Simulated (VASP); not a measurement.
# HgTe (F-43m) in VASP: further runs

Runs on HgTe. Level: PBEsol. Tasks: relaxation of cell and atoms, single point.

All numbers are computed with VASP 6.6.1; they aren't measurements. Logs are shortened: lines on timing, memory, paths and dates and some standing lists are left out, and cuts for length are marked.

### 1 The cell of the first run

The structure is cubic, space group F-43m (No. 216). The conventional cell has a = 6.013 Å, b = 6.013 Å, c = 6.013 Å, α = 90.00°, β = 90.00°, γ = 90.00°. Within 3.4 Å of Hg (site symmetry -43m) lie 4 Te at 2.60 Å. Within 3.4 Å of Te (site symmetry -43m) lie 4 Hg at 2.60 Å.

### 2 Relaxation of cell and atoms, PBEsol, target pressure 20 GPa, at which the enthalpy is minimised

File INCAR:

```
SYSTEM = HgTe
PREC = Accurate ; ENCUT = 600
EDIFF = 1E-7 ; ISMEAR = 0
SIGMA = 0.1 ; LREAL = .False.
LASPH = .True. ; NELM = 80
ALGO = Normal ; ISIF = 3
LWAVE = .False. ; LCHARG = .False.
GGA = PS ; IBRION = 2
NSW = 70 ; EDIFFG = -0.008
PSTRESS = 200.0
```

File KPOINTS:

```
regular mesh
0
Gamma
  12 12 12
  0 0 0
```

File POSCAR:

```
HgTe
1.0
    0.0000000000      3.0065615601      3.0065615601
    3.0065615601      0.0000000000      3.0065615601
    3.0065615601      3.0065615601      0.0000000000
Hg Te
1 1
Direct
    0.0000000000      0.0000000000      0.0000000000
    0.2500000000      0.2500000000      0.2500000000
```

Potentials or basis: VASP PAW PBE potentials, release 64 (Hg, Te).

The run is started by

```
> cat potpaw_PBE.64/Hg/POTCAR potpaw_PBE.64/Te/POTCAR > POTCAR
> mpirun -np 1 vasp_std > vasp.out
```

OUTCAR:

```text
SYSTEM = HgTe
   PREC = Accurate
   ENCUT = 600
   EDIFF = 1E-7
   ISMEAR = 0
   LREAL = .False.
   LASPH = .True.
   NELM = 80
   ISIF = 3
   GGA = PS
   IBRION = 2
   NSW = 70
   EDIFFG = -0.008
   PSTRESS = 200.0

 ion  position               nearest neighbor table
   1  0.000  0.000  0.000-   2 2.60   2 2.60   2 2.60   2 2.60
   2  0.250  0.250  0.250-   1 2.60   1 2.60   1 2.60   1 2.60

  LATTYP: Found a face centered cubic cell.
 ALAT       =     6.0131231202

  Lattice vectors:

 A1 = (   0.0000000000,   3.0065615601,   3.0065615601)
 A2 = (   3.0065615601,   0.0000000000,   3.0065615601)
 A3 = (   3.0065615601,   3.0065615601,   0.0000000000)

Analysis of symmetry for initial positions (statically):
=====================================================================
 Subroutine PRICEL returns:
 Original cell was already a primitive cell.

 Routine SETGRP: Setting up the symmetry group for a
 face centered cubic supercell.

 Subroutine GETGRP returns: Found 24 space group operations
 (whereof 24 operations were pure point group operations)
 out of a pool of 48 trial point group operations.

The static configuration has the point symmetry T_d .

Analysis of symmetry for dynamics (positions and initial velocities):
=====================================================================
 Subroutine PRICEL returns:
 Original cell was already a primitive cell.

 Routine SETGRP: Setting up the symmetry group for a
 face centered cubic supercell.

 Subroutine GETGRP returns: Found 24 space group operations
 (whereof 24 operations were pure point group operations)
 out of a pool of 48 trial point group operations.

The dynamic configuration has the point symmetry T_d .

 Subroutine INISYM returns: Found 24 space group operations
 (whereof 24 operations are pure point group operations),
 and found     1 'primitive' translations

----------------------------------------------------------------------------------------

                                     Primitive cell

  volume of cell :      54.3551

  direct lattice vectors                    reciprocal lattice vectors
     0.000000000  3.006561560  3.006561560    -0.166302931  0.166302931  0.166302931
     3.006561560  0.000000000  3.006561560     0.166302931 -0.166302931  0.166302931
     3.006561560  3.006561560  0.000000000     0.166302931  0.166302931 -0.166302931

  length of vectors
     4.251920134  4.251920134  4.251920134     0.288045126  0.288045126  0.288045126

  position of ions in fractional coordinates (direct lattice)
     0.000000000  0.000000000  0.000000000
     0.250000000  0.250000000  0.250000000

  ion indices of the primitive-cell ions
   primitive index   ion index
                 1           1
                 2           2

----------------------------------------------------------------------------------------

 KPOINTS: regular mesh

Automatic generation of k-mesh.
 Grid dimensions read from file:
 generate k-points for:   12   12   12

 Generating k-lattice:

  Cartesian coordinates                     Fractional coordinates (reciprocal lattice)
    -0.013858578  0.013858578  0.013858578     0.083333333  0.000000000  0.000000000
     0.013858578 -0.013858578  0.013858578     0.000000000  0.083333333  0.000000000
     0.013858578  0.013858578 -0.013858578     0.000000000  0.000000000  0.083333333

  Length of vectors
     0.024003761  0.024003761  0.024003761

  Shift w.r.t. Gamma in fractional coordinates (k-lattice)
     0.000000000  0.000000000  0.000000000

 Subroutine IBZKPT returns following result:
 ===========================================

 Found     72 irreducible k-points:

 Following reciprocal coordinates:
            Coordinates               Weight
  0.000000  0.000000  0.000000      1.000000
  0.083333  0.000000  0.000000      8.000000
  0.166667  0.000000  0.000000      8.000000
  0.250000  0.000000  0.000000      8.000000
  0.333333  0.000000  0.000000      8.000000
  0.416667  0.000000  0.000000      8.000000
[... 16 lines left out ...]
  0.500000  0.166667  0.000000     24.000000
 -0.416667  0.166667  0.000000     24.000000
 [... further k-points ...]
   k-points           NKPTS =     72   k-points in BZ     NKDIM =     72   number of bands    NBANDS=     13
   number of dos      NEDOS =    301   number of ions     NIONS =      2
   total plane-waves  NPLWV =  46656
   dimension x,y,z NGX =    36 NGY =   36 NGZ =   36
   dimension x,y,z NGXF=    72 NGYF=   72 NGZF=   72
   ions per type =               1   1
   NGX,Y,Z   is equivalent  to a cutoff of  14.08, 14.08, 14.08 a.u.
   NGXF,Y,Z  is equivalent  to a cutoff of  28.15, 28.15, 28.15 a.u.
 SYSTEM =  HgTe
   PREC   = accura    normal or accurate (medium, high low for compatibility)
   ISTART =      0    job   : 0-new  1-cont  2-samecut
   ICHARG =      2    charge: 1-file 2-atom 10-const
   ISPIN  =      1    spin polarized calculation?
   LNONCOLLINEAR =      F non collinear calculations
[... 52 lines left out ...]
  free energy    TOTEN  =        -3.69353199 eV

  energy without entropy =       -3.69341904  energy(sigma->0) =       -3.69347552

 E-fermi :   5.6398     XC(G=0):  -9.9588

 val. band max:        5.6013564306   @ k =   0.0000   0.0000   0.0000
 cond. band min:       6.2152110305   @ k =   0.5000   0.0000   0.0000
 fundamental gap:      0.6138545998
 Fermi energy:         5.6398007855

 k-point     1 :       0.0000    0.0000    0.0000
  band No.  band energies     occupation
      1      -8.3171      2.00000
      2      -3.3238      2.00000
      3      -3.3238      2.00000
      4      -3.3238      2.00000
      5      -2.4850      2.00000
      6      -2.4850      2.00000
      7       5.3615      1.99992
      8       5.6014      1.41334
      9       5.6014      1.41334
     10       5.6014      1.41334
     11       9.2755      0.00000
     12       9.2755      0.00000
     13       9.2755      0.00000

 k-point     2 :       0.0833    0.0000    0.0000
  band No.  band energies     occupation
      1      -8.2644      2.00000
      2      -3.3175      2.00000
      3      -3.3082      2.00000
      4      -3.3082      2.00000
      5      -2.4877      2.00000
      6      -2.4877      2.00000
      7       4.3012      2.00000
      8       5.4624      1.98786
      9       5.4624      1.98786
     10       6.2852      0.00000
     11       9.2485      0.00000
     12       9.4375      0.00000
     13       9.4375      0.00000
[... 403 lines left out ...]
 VOLUME and BASIS-vectors are now :
 -----------------------------------------------------------------------------
  energy-cutoff  :      600.00
  volume of cell :       52.86
      direct lattice vectors                 reciprocal lattice vectors
     0.000000000  2.978779207  2.978779207    -0.167853998  0.167853998  0.167853998
     2.978779207  0.000000000  2.978779207     0.167853998 -0.167853998  0.167853998
     2.978779207  2.978779207  0.000000000     0.167853998  0.167853998 -0.167853998

 POSITION                                       TOTAL-FORCE (eV/Angst)
 -----------------------------------------------------------------------------------
      0.00000      0.00000      0.00000         0.000000      0.000000      0.000000
      1.48939      1.48939      1.48939        -0.000000     -0.000000     -0.000000
 -----------------------------------------------------------------------------------
    total drift:                               -0.000000     -0.000000     -0.000000

  FREE ENERGIE OF THE ION-ELECTRON SYSTEM (eV)
  ---------------------------------------------------
  free  energy   TOTEN  =        -3.5006978932 eV

  energy  without entropy=       -3.5005899427  energy(sigma->0) =       -3.50064392

  enthalpy is  TOTEN    =         3.0980927499 eV   P V=        6.5987906430

--------------------------------------- Ionic step        3  -------------------------------------------

 number of electron      18.0000003 magnetization

 Free energy of the ion-electron system (eV)
  ---------------------------------------------------
  ext. energy  EPLUGINS =         0.00000000
  ---------------------------------------------------
  free energy    TOTEN  =        -3.63635103 eV

  energy without entropy =       -3.63623978  energy(sigma->0) =       -3.63629541

 E-fermi :   5.7611     XC(G=0): -10.0010

 val. band max:        5.7233387376   @ k =   0.0000   0.0000   0.0000
 cond. band min:       6.3355060826   @ k =   0.5000   0.0000   0.0000
 fundamental gap:      0.6121673450
 Fermi energy:         5.7610877365

 k-point     1 :       0.0000    0.0000    0.0000
  band No.  band energies     occupation
      1      -8.2853      2.00000
      2      -3.2780      2.00000
      3      -3.2780      2.00000
      4      -3.2780      2.00000
      5      -2.4256      2.00000
      6      -2.4256      2.00000
      7       5.5073      1.99967
      8       5.7233      1.40656
      9       5.7233      1.40656
     10       5.7233      1.40656
     11       9.3725      0.00000
     12       9.3725      0.00000
     13       9.3725      0.00000

 k-point     2 :       0.0833    0.0000    0.0000
  band No.  band energies     occupation
      1      -8.2318      2.00000
      2      -3.2720      2.00000
      3      -3.2622      2.00000
      4      -3.2622      2.00000
      5      -2.4284      2.00000
      6      -2.4284      2.00000
      7       4.4252      2.00000
      8       5.5815      1.98890
      9       5.5815      1.98890
     10       6.4193      0.00000
     11       9.3503      0.00000
     12       9.5371      0.00000
     13       9.5371      0.00000
[... 365 lines left out ...]
 VOLUME and BASIS-vectors are now :
 -----------------------------------------------------------------------------
  energy-cutoff  :      600.00
  volume of cell :       53.88
      direct lattice vectors                 reciprocal lattice vectors
     0.000000000  2.997841174  2.997841174    -0.166786688  0.166786688  0.166786688
     2.997841174  0.000000000  2.997841174     0.166786688 -0.166786688  0.166786688
     2.997841174  2.997841174  0.000000000     0.166786688  0.166786688 -0.166786688

 POSITION                                       TOTAL-FORCE (eV/Angst)
 -----------------------------------------------------------------------------------
      0.00000      0.00000      0.00000         0.000000     -0.000000     -0.000000
      1.49892      1.49892      1.49892        -0.000000      0.000000      0.000000
 -----------------------------------------------------------------------------------
    total drift:                               -0.000000     -0.000000     -0.000000

  FREE ENERGIE OF THE ION-ELECTRON SYSTEM (eV)
  ---------------------------------------------------
  free  energy   TOTEN  =        -3.6363510341 eV

  energy  without entropy=       -3.6362397828  energy(sigma->0) =       -3.63629541

  enthalpy is  TOTEN    =         3.0899340351 eV   P V=        6.7262850692

 reached required accuracy - stopping structural energy minimisation
```

Wall time 3.1 min (1 thread of Intel Xeon Platinum 8259CL at 2.50GHz (Skylake/Cascade Lake), shared host); peak memory 0.25 GiB.

What came out:

| Property | Result |
| --- | --- |
| Free energy | -3.6364 eV |
| Relaxed volume | 26.94 Å³/atom |
| Relaxed cell | a = 4.240 Å, b = 4.240 Å, c = 4.240 Å, α = 60.00°, β = 60.00°, γ = 60.00° |
| Space group after relaxing (to 0.1 Å) | F-43m (No. 216) |
| Energy change on relaxing (the run minimises the enthalpy) | +28.6 meV/atom |
| Ionic steps | 3 |
| Pressure after relaxing | 20.0 GPa |
| Band gap on the k mesh | zero (filled and empty bands touch) |

Step by step:
```
step  energy change (eV)  largest force (eV/Å)  pressure (GPa)  volume (Å³)
   1              0.0000                0.0000           18.87        54.36
   2              0.1928                0.0000           22.61        52.86
   3              0.0572                0.0000           19.99        53.88
```

Final structure:
```yaml
crystal:
  lattice:
    - [0.00000, 2.99784, 2.99784]
    - [2.99784, 0.00000, 2.99784]
    - [2.99784, 2.99784, 0.00000]
  atoms:
    - { symbol: Hg, position: [0.00000, 0.00000, 0.00000] }
    - { symbol: Te, position: [0.25000, 0.25000, 0.25000] }
```

Caveat: the cell is relaxed towards a set pressure, so the run minimises the enthalpy, not the energy; semilocal functionals underestimate gaps, so a narrow gap can read as zero; the PAW data sets were made with another functional, which shifts forces and pressure a little; spin-orbit coupling is left out, which moves the levels of the heavy elements.

### 3 Relaxation of cell and atoms, PBEsol, target pressure 10 GPa, at which the enthalpy is minimised

This run uses another cell than the first one, of 29.21 Å³/atom.

File INCAR:

```
SYSTEM = HgTe
PREC     = Accurate       ! precision mode
ENCUT    = 600            ! plane-wave cutoff, eV
EDIFF    = 1E-6           ! SCF threshold, eV
ISMEAR   = 0              ! smearing method
SIGMA    = 0.1            ! smearing width, eV
LREAL    = .FALSE.        ! projectors in reciprocal space
LASPH    = .TRUE.         ! aspherical terms in the spheres
NELM     = 60             ! most SCF steps
ALGO     = Normal         ! electronic algorithm
ISIF     = 3              ! what is computed and relaxed
LWAVE    = .FALSE.        ! write WAVECAR
LCHARG   = .FALSE.        ! write CHGCAR
GGA      = PS             ! functional
IBRION   = 2              ! ionic algorithm
NSW      = 70             ! ionic steps
EDIFFG   = -0.008         ! ionic threshold
PSTRESS  = 100.0
```

File KPOINTS:

```
Automatic mesh
0
G
  12 12 12
  0 0 0
```

File POSCAR:

```
HgTe
1.0
    0.0000000000      3.0796590662      3.0796590662
    3.0796590662      0.0000000000      3.0796590662
    3.0796590662      3.0796590662      0.0000000000
Hg Te
1 1
Direct
    0.0000000000      0.0000000000      0.0000000000
    0.2500000000      0.2500000000      0.2500000000
```

Potentials or basis: VASP PAW PBE potentials, release 64 (Hg, Te).

The run is started by

```
> cat potpaw_PBE.64/Hg/POTCAR potpaw_PBE.64/Te/POTCAR > POTCAR
> mpirun -np 1 vasp_std > vasp.out
```

It took 2.9 min on 1 thread of Intel Xeon Platinum 8259CL at 2.50GHz (Skylake/Cascade Lake), shared host; peak memory 0.26 GiB.

It converged, with:

```
Free energy                                                : -4.1078 eV
Relaxed volume                                             : 29.53 Å³/atom
Relaxed cell                                               : a = 4.371 Å, b = 4.371 Å, c = 4.371 Å, α = 60.00°, β = 60.00°, γ = 60.00°
Space group after relaxing (to 0.1 Å)                      : F-43m (No. 216)
Energy change on relaxing (the run minimises the enthalpy) : -20.9 meV/atom
Ionic steps                                                : 3
Pressure after relaxing                                    : 10.0 GPa
Band gap on the k mesh                                     : zero (filled and empty bands touch)
```

The path:
```
step  energy change (eV)  largest force (eV/Å)  pressure (GPa)  volume (Å³)
   1              0.0000                0.0000           10.99        58.42
   2             -0.0940                0.0000            8.72        59.95
   3             -0.0417                0.0000           10.00        59.05
```

Final structure:
```
CELL_PARAMETERS angstrom
0.00000 3.09082 3.09082
3.09082 0.00000 3.09082
3.09082 3.09082 0.00000
ATOMIC_POSITIONS crystal
Hg 0.00000 0.00000 0.00000
Te 0.25000 0.25000 0.25000
```

Levels at points of the mesh, in eV from the Fermi level:
| k point | band 7 | band 8 | band 9 | band 10 | band 11 | band 12 |
| --- | --- | --- | --- | --- | --- | --- |
| (0.00, 0.00, 0.00) | -0.51 | -0.05 | -0.05 | -0.05 | 3.85 | 3.85 |
| (0.50, 0.00, 0.00) | -6.56 | -1.35 | -1.35 | 0.58 | 4.76 | 4.76 |
| (0.50, 0.50, 0.00) | -6.30 | -2.98 | -2.98 | 1.66 | 1.95 | 8.60 |

Caveat: the cell is relaxed towards a set pressure, so the run minimises the enthalpy, not the energy; semilocal functionals underestimate gaps, so a narrow gap can read as zero; the PAW data sets were made with another functional, which shifts forces and pressure a little; spin-orbit coupling is left out, which moves the levels of the heavy elements.

### 4 Single point, PBEsol

This run uses another cell than the first one: it holds 16 atoms, not 2.

File INCAR:

```
SYSTEM = HgTe
PREC = Accurate ; ENCUT = 500
EDIFF = 1E-6 ; ISMEAR = 0
SIGMA = 0.1 ; LREAL = .False.
LASPH = .True. ; NELM = 120
ALGO = Normal ; ISIF = 2
LWAVE = .False. ; LCHARG = .False.
GGA = PS ; NBANDS = 86
GGA_COMPAT = .False.
```

File KPOINTS:

```
regular mesh
0
Gamma
  6 6 6
  0 0 0
```

File POSCAR:

```
HgTe
1.0
   -6.5112794202     -6.5112794202      0.0000000000
    0.0000000000     -6.5112794202      6.5112794202
   -6.5112794202      0.0000000000      6.5112794202
Hg Te
8 8
Direct
    0.0000000000      0.0000000000      0.5000000000
    0.5000000000      0.0000000000      0.5000000000
    0.0000000000      0.5000000000      0.5000000000
    0.5000000000      0.5000000000      0.5000000000
    0.0000000000      0.0000000000      0.0000000000
    0.5000000000      0.0000000000      0.0000000000
    0.0000000000      0.5000000000      0.0000000000
    0.5000000000      0.5000000000      0.0000000000
    0.1250000000      0.1250000000      0.1250000000
    0.6250000000      0.1250000000      0.1250000000
    0.1250000000      0.6250000000      0.1250000000
    0.6250000000      0.6250000000      0.1250000000
    0.1250000000      0.1250000000      0.6250000000
    0.6250000000      0.1250000000      0.6250000000
    0.1250000000      0.6250000000      0.6250000000
    0.6250000000      0.6250000000      0.6250000000
```

The run is started by

```
> cat potpaw_PBE.64/Hg/POTCAR potpaw_PBE.64/Te/POTCAR > POTCAR
> mpirun -np 1 vasp_std > vasp.out
```

Wall time 13 min (1 thread of AMD EPYC 9R45 (Zen 5), shared host); peak memory 0.98 GiB.

The run converged. Its results:

| Quantity | Value |
| --- | --- |
| Free energy | -35.0197 eV |
| Pressure | 0.1 GPa |
| Band gap on the k mesh | zero (filled and empty bands touch) |

Levels at points of the mesh, in eV from the Fermi level:
| k point | band 70 | band 71 | band 72 | band 73 | band 74 | band 75 |
| --- | --- | --- | --- | --- | --- | --- |
| (0.00, 0.00, 0.00) | -0.92 | -0.06 | -0.06 | -0.06 | 0.57 | 0.57 |
| (0.50, 0.00, 0.00) | -0.59 | -0.59 | -0.59 | 0.74 | 0.74 | 2.06 |
| (0.50, 0.50, 0.00) | -1.04 | -1.04 | -1.04 | 1.84 | 1.84 | 1.99 |

Caveat: semilocal functionals underestimate gaps, so a narrow gap can read as zero; the PAW data sets were made with another functional, which shifts forces and pressure a little; spin-orbit coupling is left out, which moves the levels of the heavy elements.

### 5 Summary

```csv
task,cell,k mesh,cutoff (eV),gap on the mesh (eV),pressure (GPa)
relaxation of cell and atoms,"relaxed to 20 GPa from a = 4.252 Å, angles 60.0°, 2 atoms, atomic positions A",12 × 12 × 12,600,none,20.0
relaxation of cell and atoms,"relaxed to 10 GPa from a = 4.355 Å, angles 60.0°, 2 atoms, atomic positions A",12 × 12 × 12,600,none,10.0
single point,"a = 9.208 Å, angles 60.0°, 16 atoms, atomic positions B",6 × 6 × 6,500,none,0.1
```

Alike in all rows: level PBEsol; potentials or basis VASP PAW PBE potentials, release 64 (Hg, Te); no spin polarisation; smearing gaussian 0.1 eV.

Caveats: semilocal functionals underestimate gaps, so a narrow gap can read as zero; the PAW data sets were made with another functional, which shifts forces and pressure a little; spin-orbit coupling is left out, which moves the levels of the heavy elements; the cell is relaxed towards a set pressure, so the run minimises the enthalpy, not the energy (at least some runs).

Absolute energies hang on the potentials; compare differences alone.
